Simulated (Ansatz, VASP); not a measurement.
One calculation of W2AuN3, two programs

```xyz
6
Lattice="4.3058 0.0000 0.0000 0.0000 4.3058 0.0000 0.0000 0.0000 4.2287" Properties=species:S:1:pos:R:3 pbc="T T T"
W     0.0000    2.1529    0.0000
W     2.1529    0.0000    0.0000
Au    0.0000    0.0000    2.1143
N     0.0000    2.1529    2.1143
N     2.1529    0.0000    2.1143
N     0.0000    0.0000    0.0000
```

Alike in both runs: functional PBE; k mesh 3 × 3 × 2; occupations gaussian, width 0.15 eV; no spin polarisation.

Ansatz relaxed the structure, and its values are those at the end. VASP's run is a single point on that final structure, the one shown.

|  | VASP | Ansatz |
| --- | --- | --- |
| version | VASP 6.6.1 | Ansatz 0.2.0 |
| potentials or method | VASP PAW PBE potentials, release 64 (W_sv, Au, N), cutoff 600 eV | scalar-relativistic, plane waves, PAW |
| valence electrons in the cell | 54 | 62 |

Ansatz gave:

| Property | Result |
| --- | --- |
| gap on the k mesh at the Fermi level (eV) | none |
| pressure (GPa) | 0.1 |

Problem. Estimate VASP's values.

Solution. gap on the k mesh at the Fermi level (eV): none; pressure (GPa): 0.4.

A gap of «none» marks a metal or a gap that the smearing closes. VASP's potentials hold 54 valence electrons a cell and Ansatz's 62, so a difference there can come from the potentials and not from the codes.

The k mesh is coarse, so the values compare programs but aren't converged. Neither program's run includes spin-orbit coupling.
